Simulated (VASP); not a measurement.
Wanted: the native input for a VASP 6.6.1 run.

| Property | Result |
| --- | --- |
| Task | single point |
| Functional | PBE |
| Potentials or basis | VASP PAW PBE potentials, release 64 (Cd, Sb, Si) |
| Cutoff | 520 eV |
| k mesh | 6 × 6 × 4 |
| Occupations | fermi-dirac, width 0.02 eV |
| Spin | no spin polarisation |
| Dipole correction | no |
| Further INCAR settings | ALGO = Normal; EDIFF = 1e-06; NBANDS = 21 |

The structure of CdSiSb2 lies in POSCAR:

```
CdSiSb2
1.0
    4.4002560857      0.0000000000      0.0000000000
    0.0000000000      4.4002560857      0.0000000000
    0.0000000000      0.0000000000      6.4987454050
Cd Sb Si
1 2 1
Direct
    0.0000000000      0.0000000000      0.0000000000
    0.0000000000      0.5000000000      0.2673258375
    0.5000000000      0.0000000000      0.7326741625
    0.5000000000      0.5000000000      0.5000000000
```

These files were run (other wordings do the same):

INCAR

```
SYSTEM = CdSiSb2
ALGO     = Normal         ! electronic algorithm
EDIFF    = 1E-6           ! SCF threshold, eV
ENCUT    = 520            ! plane-wave cutoff, eV
GGA      = PE             ! functional
ISIF     = 2              ! what is computed and relaxed
ISMEAR   = -1             ! smearing method
LASPH    = .TRUE.         ! aspherical terms in the spheres
LCHARG   = .FALSE.        ! write CHGCAR
LREAL    = .FALSE.        ! projectors in reciprocal space
LWAVE    = .FALSE.        ! write WAVECAR
NBANDS   = 21             ! bands
NELM     = 100            ! most SCF steps
PREC     = Accurate       ! precision mode
SIGMA    = 0.02           ! smearing width, eV
```

KPOINTS

```
k-points
0
G
  6 6 4
  0 0 0
```

Potentials or basis: VASP PAW PBE potentials, release 64 (Cd, Sb, Si).

Run with:

```bash
$ cat potpaw_PBE.64/Cd/POTCAR potpaw_PBE.64/Sb/POTCAR potpaw_PBE.64/Si/POTCAR > POTCAR
$ mpirun -np 1 vasp_std > vasp.out
```

It gave:

* Pressure: 0.1 GPa
* Largest force: 0.018 eV/Å
* Band gap on the k mesh: zero (bands 13 and 14 overlap by 0.30 eV)

Caveat: semilocal functionals underestimate gaps, and a narrow one can read as zero; spin-orbit coupling is left out, which moves the levels of the heavy elements.

Run time: 35 s on 1 thread of Intel(R) Xeon(R) 6975P-C (Granite Rapids), on a shared host, peak memory 0.28 GiB.
